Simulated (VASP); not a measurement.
**CoSi (rocksalt type): single point with PBE**

CoSi (rocksalt type):

```
CELL_PARAMETERS angstrom
0.00000 2.33132 2.33132
2.33132 0.00000 2.33132
2.33132 2.33132 0.00000
ATOMIC_POSITIONS crystal
Co 0.00000 0.00000 0.00000
Si 0.50000 0.50000 0.50000
```

| Property | Result |
| --- | --- |
| Program | VASP 6.6.1 |
| Task | single point |
| Functional | PBE |
| Potentials or basis | VASP PAW PBE potentials, release 64 (Co, Si) |
| Cutoff | 520 eV |
| k mesh | 14 × 14 × 14 |
| Occupations | fermi-dirac, width 0.05 eV |
| Spin | no spin polarisation |
| Dipole correction | no |
| Further INCAR settings | ALGO = Normal; EDIFF = 1e-06; NBANDS = 14 |

- Pressure: 0.0 GPa

Levels at points of the mesh, in eV from the Fermi level:
| k point | band 4 | band 5 | band 6 | band 7 | band 8 | band 9 |
| --- | --- | --- | --- | --- | --- | --- |
| (0.00, 0.00, 0.00) | -1.90 | -1.81 | -1.81 | 4.39 | 4.39 | 4.39 |
| (0.50, 0.00, 0.00) | -2.93 | -0.89 | -0.89 | -0.22 | 6.55 | 6.55 |
| (0.50, 0.50, 0.00) | -1.36 | -0.65 | -0.65 | 0.05 | 0.05 | 0.26 |

Wall time 19 s on 1 thread of Intel(R) Xeon(R) 6975P-C (Granite Rapids) (shared host), peak memory 0.17 GiB.

Spin polarisation is off, so any magnetic state and its effect on volume and gap are missing.
